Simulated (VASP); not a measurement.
# Cu4O (P6/mmm) in VASP: notebook

Runs on Cu4O. Level: PBE. Tasks: single point, relaxation of cell and atoms.

Everything below comes from runs of VASP 6.6.1. Logs are shortened: lines on timing, memory, paths and dates and some standing lists are left out, and cuts for length are marked.

## 1. The cell of the first run

It takes space group P6/mmm (No. 191, hexagonal). The conventional cell has a = 4.976 Å, b = 4.976 Å, c = 3.563 Å, α = 90.00°, β = 90.00°, γ = 120.00°. Within 2.5 Å of Cu (site symmetry 6/mmm) lie 2 O at 1.78 Å and 6 Cu at 2.49 Å. Within 3.3 Å of Cu (site symmetry mmm) lie 6 Cu at 2.49 Å and 4 O at 3.06 Å. O (site symmetry 6/mmm) has 2 Cu at 1.78 Å within 2.4 Å.

The cell was built from a structure type or drawn by symmetry, and may not be a known phase.

## 2. Single point, PBE

File INCAR:

```
ALGO     = Normal         # electronic algorithm
EDIFF    = 1E-7           # SCF threshold, eV
ENCUT    = 520            # plane-wave cutoff, eV
GGA      = PE             # functional
ISIF     = 2              # what is computed and relaxed
ISMEAR   = 0              # smearing method
LASPH    = T              # aspherical terms in the spheres
LCHARG   = F              # write CHGCAR
LREAL    = F              # projectors in reciprocal space
LWAVE    = F              # write WAVECAR
NBANDS   = 33             # bands
NELM     = 80             # most SCF steps
PREC     = Accurate       # precision mode
SIGMA    = 0.1            # smearing width, eV
```

File KPOINTS:

```
k-points
0
Gamma
  12 12 10
```

File POSCAR:

```
Cu4O
1.0
    4.9763307927      0.0000000000      0.0000000000
   -2.4881653963      4.3096288841      0.0000000000
    0.0000000000      0.0000000000      3.5633304546
Cu O
4 1
Direct
    0.0000000000      0.0000000000      0.0000000000
    0.5000000000      0.0000000000      0.0000000000
    0.0000000000      0.5000000000      0.0000000000
    0.5000000000      0.5000000000      0.0000000000
    0.0000000000      0.0000000000      0.5000000000
```

Potentials or basis: VASP PAW PBE potentials, release 64 (Cu, O).

Run with:

```console
> cat potpaw_PBE.64/Cu/POTCAR potpaw_PBE.64/O/POTCAR > POTCAR
> mpirun -np 1 vasp_std > vasp.out
```

OUTCAR:

```text
EDIFF = 1E-7
   ENCUT = 520
   GGA = PE
   ISIF = 2
   ISMEAR = 0
   LASPH = T
   LREAL = F
   NELM = 80
   PREC = Accurate

 ion  position               nearest neighbor table
   1  0.000  0.000  0.000-   5 1.78   5 1.78   3 2.49   3 2.49   2 2.49   2 2.49   4 2.49   4 2.49

   2  0.500  0.000  0.000-   4 2.49   4 2.49   1 2.49   1 2.49   3 2.49   3 2.49
   3  0.000  0.500  0.000-   1 2.49   1 2.49   4 2.49   4 2.49   2 2.49   2 2.49
   4  0.500  0.500  0.000-   2 2.49   2 2.49   3 2.49   3 2.49   1 2.49   1 2.49
   5  0.000  0.000  0.500-   1 1.78   1 1.78

  LATTYP: Found a hexagonal cell.
 ALAT       =     4.9763307927
 C/A-ratio  =     0.7160557855

  Lattice vectors:

 A1 = (   4.9763307927,   0.0000000000,   0.0000000000)
 A2 = (  -2.4881653963,   4.3096288841,   0.0000000000)
 A3 = (   0.0000000000,   0.0000000000,   3.5633304546)

Analysis of symmetry for initial positions (statically):
=====================================================================
 Subroutine PRICEL returns:
 Original cell was already a primitive cell.

 Routine SETGRP: Setting up the symmetry group for a
 hexagonal supercell.

 Subroutine GETGRP returns: Found 24 space group operations
 (whereof 24 operations were pure point group operations)
 out of a pool of 24 trial point group operations.

The static configuration has the point symmetry D_6h.

Analysis of symmetry for dynamics (positions and initial velocities):
=====================================================================
 Subroutine PRICEL returns:
 Original cell was already a primitive cell.

 Routine SETGRP: Setting up the symmetry group for a
 hexagonal supercell.

 Subroutine GETGRP returns: Found 24 space group operations
 (whereof 24 operations were pure point group operations)
 out of a pool of 24 trial point group operations.

The dynamic configuration has the point symmetry D_6h.

 Subroutine INISYM returns: Found 24 space group operations
 (whereof 24 operations are pure point group operations),
 and found     1 'primitive' translations

----------------------------------------------------------------------------------------

                                     Primitive cell

  volume of cell :      76.4197

  direct lattice vectors                    reciprocal lattice vectors
     4.976330793  0.000000000  0.000000000     0.200951271  0.116019271  0.000000000
    -2.488165396  4.309628884  0.000000000     0.000000000  0.232038541  0.000000000
     0.000000000  0.000000000  3.563330455     0.000000000  0.000000000  0.280636335

  length of vectors
     4.976330793  4.976330793  3.563330455     0.232038541  0.232038541  0.280636335

  position of ions in fractional coordinates (direct lattice)
     0.000000000  0.000000000  0.000000000
     0.500000000  0.000000000  0.000000000
     0.000000000  0.500000000  0.000000000
     0.500000000  0.500000000  0.000000000
     0.000000000  0.000000000  0.500000000

  ion indices of the primitive-cell ions
   primitive index   ion index
                 1           1
                 2           2
                 3           3
                 4           4
                 5           5

----------------------------------------------------------------------------------------

 KPOINTS: k-points

Automatic generation of k-mesh.
 Grid dimensions read from file:
 generate k-points for:   12   12   10

 Generating k-lattice:

  Cartesian coordinates                     Fractional coordinates (reciprocal lattice)
     0.016745939  0.009668273  0.000000000     0.083333333  0.000000000  0.000000000
     0.000000000  0.019336545  0.000000000     0.000000000  0.083333333  0.000000000
     0.000000000  0.000000000  0.028063634     0.000000000  0.000000000  0.100000000

  Length of vectors
     0.019336545  0.019336545  0.028063634

  Shift w.r.t. Gamma in fractional coordinates (k-lattice)
     0.000000000  0.000000000  0.000000000

 Subroutine IBZKPT returns following result:
 ===========================================

 Found    114 irreducible k-points:

 Following reciprocal coordinates:
            Coordinates               Weight
  0.000000  0.000000  0.000000      1.000000
  0.083333 -0.000000  0.000000      6.000000
  0.166667  0.000000  0.000000      6.000000
  0.250000  0.000000  0.000000      6.000000
  0.333333  0.000000  0.000000      6.000000
  0.416667  0.000000  0.000000      6.000000
[... 16 lines left out ...]
  0.250000  0.000000  0.100000     12.000000
  0.333333  0.000000  0.100000     12.000000
 [... further k-points ...]
   k-points           NKPTS =    114   k-points in BZ     NKDIM =    114   number of bands    NBANDS=     33
   number of dos      NEDOS =    301   number of ions     NIONS =      5
   total plane-waves  NPLWV =  44800
   dimension x,y,z NGX =    40 NGY =   40 NGZ =   28
   dimension x,y,z NGXF=    80 NGYF=   80 NGZF=   56
   ions per type =               4   1
   NGX,Y,Z   is equivalent  to a cutoff of  13.36, 13.36, 13.06 a.u.
   NGXF,Y,Z  is equivalent  to a cutoff of  26.73, 26.73, 26.13 a.u.
 SYSTEM =  unknown system
   PREC   = accura    normal or accurate (medium, high low for compatibility)
   ISTART =      0    job   : 0-new  1-cont  2-samecut
   ICHARG =      2    charge: 1-file 2-atom 10-const
   ISPIN  =      1    spin polarized calculation?
   LNONCOLLINEAR =      F non collinear calculations
   LSORBIT =      F    spin-orbit coupling
   LASPH  =      T    aspherical Exc in radial PAW
   ENCUT  =  520.0 eV  38.22 Ry    6.18 a.u.   9.25  9.25  6.63*2*pi/ulx,y,z
   NELM   =     80;   NELMIN=  2; NELMDL= -5     # of ELM steps
   EDIFF  = 0.1E-06   stopping-criterion for ELM
   LREAL  =      F    real-space projection
   EDIFFG = 0.1E-05   stopping-criterion for IOM
   NSW    =      0    number of steps for IOM
   IBRION =     -1    ionic relax: 0-MD 1-quasi-New 2-CG
   NFREE  =      0    steps in history (QN), initial steepest desc. (CG)
   ISIF   =      2    stress and relaxation
   ISYM   =      2    0-nonsym 1-usesym 2-fastsym
   POTIM  = 0.5000    time-step for ionic-motion
   TEBEG  =    0.0;   TEEND  =   0.0 temperature during run
   PSTRESS=    0.0 pullay stress
   NELECT =      50.0000    total number of electrons
   NUPDOWN=      -1.0000    fix difference up-down
   EMIN   =  10.00;   EMAX   =-10.00  energy-range for DOS
   EFERMI =   0.00;   METHOD = LEGACY
   ISMEAR =     0;   SIGMA  =   0.10  broadening in eV -4-tet -1-fermi 0-gaus
   EFERMI_NEDOS =   21; number of points for ismear=-14 and -15
   IALGO  =     38    algorithm
   IMIX   =      4    mixing-type and parameters
     AMIX     =   0.40;   BMIX     =  1.00
     AMIX_MAG =   1.60;   BMIX_MAG =  1.00
  volume/ion in A,a.u.               =      15.28       103.14
  Fermi-wavevector in a.u.,A,eV,Ry     =   1.421226  2.685727 27.482175  2.019883
  Thomas-Fermi vector in A             =   2.542058
   LORBIT       =      0    0 simple, 1 ext, 2 COOP (PROOUT), +10 PAW based schemes
   GGA     = PE    functional components
   LHFCALC =     F    Hartree Fock is set to
   AEXX    =    0.0000 exact exchange contribution
   IVDW    =     0    specifies the selected vdW correction
   LEPSILON=     F    determine dielectric tensor
   LRPA    =     F    only Hartree local field effects (RPA)
 non-spin polarized calculation
 Gauss-broadening in eV      SIGMA  =   0.10
  energy-cutoff  :      520.00
  volume of cell :       76.42
 maximum number of plane-waves:      2089
 NGX is ok and might be reduce to    40
   NGX = 19   NGY = 19   NGZ = 13

 number of electron      49.9999967 magnetization

 Free energy of the ion-electron system (eV)
  ---------------------------------------------------
  ext. energy  EPLUGINS =         0.00000000
  ---------------------------------------------------
  free energy    TOTEN  =       -17.88622773 eV

  energy without entropy =      -17.87100332  energy(sigma->0) =      -17.87861552

 E-fermi :   3.3306     XC(G=0): -10.4494

 val. band max:        3.3303313827   @ k =   0.2500   0.2500   0.3000
 cond. band min:       3.3316504683   @ k =   0.1667   0.1667   0.5000
 fundamental gap:      0.0013190856
 Fermi energy:         3.3305681205

 k-point     1 :       0.0000    0.0000    0.0000
  band No.  band energies     occupation
      1     -14.6441      2.00000
      2      -2.7613      2.00000
      3      -0.7542      2.00000
      4      -0.7542      2.00000
      5      -0.6815      2.00000
      6      -0.4131      2.00000
[... 25 lines left out ...]
     32      10.4465      0.00000
     33      15.0013      0.00000

 k-point     2 :       0.0833   -0.0000    0.0000
  band No.  band energies     occupation
      1     -14.6433      2.00000
      2      -2.7208      2.00000
      3      -0.7503      2.00000
      4      -0.7359      2.00000
      5      -0.6889      2.00000
      6      -0.3966      2.00000
[... 25 lines left out ...]
     32      10.6429      0.00000
     33      15.0753      0.00000

 k-point     3 :       0.1667    0.0000    0.0000
  band No.  band energies     occupation
      1     -14.6406      2.00000
      2      -2.6018      2.00000
      3      -0.7523      2.00000
      4      -0.7082      2.00000
      5      -0.6829      2.00000
      6      -0.3450      2.00000
[... 25 lines left out ...]
     32      11.2039      0.00000
     33      15.2935      0.00000

 k-point     4 :       0.2500    0.0000    0.0000
  band No.  band energies     occupation
      1     -14.6370      2.00000
      2      -2.4136      2.00000
      3      -0.7946      2.00000
      4      -0.7323      2.00000
      5      -0.6002      2.00000
      6      -0.2567      2.00000
[... 25 lines left out ...]
     32      12.0651      0.00000
     33      14.7561      0.00000

 k-point     5 :       0.3333    0.0000    0.0000
  band No.  band energies     occupation
      1     -14.6336      2.00000
      2      -2.1759      2.00000
      3      -0.9040      2.00000
      4      -0.7544      2.00000
      5      -0.4973      2.00000
      6      -0.1463      2.00000
[... 604 lines left out ...]
 k-point    22 :       0.1667    0.0000    0.1000
  band No.  band energies     occupation
      1     -14.5949      2.00000
      2      -2.5613      2.00000
      3      -1.2196      2.00000
      4      -0.7601      2.00000
      5      -0.6983      2.00000
      6      -0.3967      2.00000
[... 25 lines left out ...]
     32      11.7724      0.00000
     33      14.5145      0.00000

 k-point    23 :       0.2500    0.0000    0.1000
  band No.  band energies     occupation
      1     -14.5915      2.00000
      2      -2.3690      2.00000
      3      -1.2339      2.00000
      4      -0.8068      2.00000
      5      -0.6545      2.00000
      6      -0.3443      2.00000
[... 25 lines left out ...]
     32      12.5928      0.00000
     33      13.7707      0.00000

 k-point    24 :       0.3333    0.0000    0.1000
  band No.  band energies     occupation
      1     -14.5882      2.00000
      2      -2.1279      2.00000
      3      -1.2478      2.00000
      4      -0.9007      2.00000
      5      -0.6188      2.00000
      6      -0.2637      2.00000
[... 25 lines left out ...]
     32      12.8990      0.00000
     33      13.8831      0.00000

 [... further k-points ...]
[... 5 lines left out ...]
  --------------------------------------------------------------------------------------
  -------------------------------------------------------------------------------------
  Total        0.1429596      0.1429596      0.4012686      0.0000000     -0.0000000     -0.0000000
  in kB        2.9972209      2.9972209      8.4128001      0.0000000     -0.0000000     -0.0000000
  external PRESSURE =       4.8024140 kB  Pullay stress =       0.0000000 kB

 VOLUME and BASIS-vectors are now :
 -----------------------------------------------------------------------------
  energy-cutoff  :      520.00
  volume of cell :       76.42
      direct lattice vectors                 reciprocal lattice vectors
     4.976330793  0.000000000  0.000000000     0.200951271  0.116019271  0.000000000
    -2.488165396  4.309628884  0.000000000     0.000000000  0.232038541  0.000000000
     0.000000000  0.000000000  3.563330455     0.000000000  0.000000000  0.280636335

 POSITION                                       TOTAL-FORCE (eV/Angst)
 -----------------------------------------------------------------------------------
      0.00000      0.00000      0.00000         0.000000      0.000000      0.000000
      2.48817      0.00000      0.00000         0.000000      0.000000      0.000000
     -1.24408      2.15481      0.00000         0.000000      0.000000      0.000000
      1.24408      2.15481      0.00000        -0.000000      0.000000      0.000000
      0.00000      0.00000      1.78167         0.000000      0.000000      0.000000
 -----------------------------------------------------------------------------------
    total drift:                               -0.000000      0.000000     -0.000000

  FREE ENERGIE OF THE ION-ELECTRON SYSTEM (eV)
  ---------------------------------------------------
  free  energy   TOTEN  =       -17.8862277276 eV

  energy  without entropy=      -17.8710033201  energy(sigma->0) =      -17.87861552
```

Wall time 3.9 min (1 thread of Intel Xeon 6975P-C (Granite Rapids), shared host); peak memory 0.35 GiB.

Results:

| Quantity | Value |
| --- | --- |
| Free energy | -17.8862 eV |
| Pressure | 0.5 GPa |
| Band gap on the k mesh | zero (bands 25 and 26 overlap by 1.30 eV) |

With open d or f shells a metallic result of PBE can be an artefact of self-interaction; +U or a hybrid may open a gap.

## 3. Single point, PBE, collinear spin

File INCAR:

```
SYSTEM = Cu4O
  PREC = Accurate
  ENCUT = 520
  EDIFF = 1E-7
  ISMEAR = 0
  SIGMA = 0.1
  LREAL = .FALSE.
  LASPH = .TRUE.
  NELM = 150
  ALGO = Normal
  ISIF = 2
  LWAVE = .FALSE.
  LCHARG = .FALSE.
  ISPIN = 2
  MAGMOM = 1 1 1 1 0
  LORBIT = 11
  LMAXMIX = 4
  GGA = PE
  NBANDS = 37
```

File KPOINTS:

```
regular mesh
0
G
  6 6 4
  0 0 0
```

Changes to POSCAR since step 2:

```diff
@@ -2,5 +2,5 @@
 1.0
-    4.9763307927      0.0000000000      0.0000000000
-   -2.4881653963      4.3096288841      0.0000000000
-    0.0000000000      0.0000000000      3.5633304546
+    4.9666098988      0.0000000029      0.0000000000
+   -2.4833049519      4.3012103416      0.0000000000
+    0.0000000000      0.0000000000      3.5731575517
 Cu O
```

Potentials or basis: VASP PAW PBE potentials, release 64 (Cu, O).

Run with:

```console
> cat potpaw_PBE.64/Cu/POTCAR potpaw_PBE.64/O/POTCAR > POTCAR
> mpirun -np 1 vasp_std > vasp.out
```

Run time: 1.8 min. Hardware: 1 thread of Intel Xeon 6975P-C (Granite Rapids), shared host; peak memory 0.28 GiB.

It converged, with:

```yaml
Free_energy: -17.8775 eV
Pressure: 0.4 GPa
Band_gap_on_the_k_mesh: zero (filled and empty bands overlap)
Net_moment: 0.00 μB per cell
Valence_electrons_inside_the_program's_atomic_spheres: Cu 10.11, 9.90 (each value once); O 4.92
```

Stress tensor (GPa, compression positive):
```
0.23 0.00 0.00
0.00 0.23 0.00
0.00 0.00 0.59
```

Levels at points of the mesh, in eV from the Fermi level:
Spin up:
```csv
k point,band 23,band 24,band 25,band 26,band 27,band 28
"(0.00, 0.00, 0.00)",-1.03,-1.03,-0.68,1.33,3.55,3.55
"(0.50, 0.00, 0.00)",-1.12,-1.08,-0.94,-0.45,2.25,2.87
"(0.00, 0.00, 0.50)",-0.37,-0.37,0.40,1.65,2.28,2.28
"(0.50, 0.00, 0.50)",-0.87,-0.64,-0.42,1.39,2.48,3.10
```
Spin down:
```
           k point  band 21  band 22  band 23  band 24  band 25  band 26  band 27  band 28  band 29  band 30
(0.00, 0.00, 0.00)    -1.08    -1.08    -1.03    -1.03    -0.68     1.33     3.55     3.55     4.69     4.69
(0.50, 0.00, 0.00)    -1.49    -1.46    -1.12    -1.08    -0.94    -0.45     2.25     2.87     7.97     9.27
(0.00, 0.00, 0.50)    -1.00    -0.68    -0.37    -0.37     0.40     1.65     2.28     2.28     2.51     6.71
(0.50, 0.00, 0.50)    -1.11    -1.07    -0.87    -0.64    -0.42     1.39     2.48     3.10     3.61     5.09
```

Caveat: the k points lie up to 0.44 Å⁻¹ apart, too coarse for converged energies and pressures of a metal. With open d or f shells a metallic result of PBE can be an artefact of self-interaction; +U or a hybrid may open a gap.

(Part 1 of 2 ends here.)
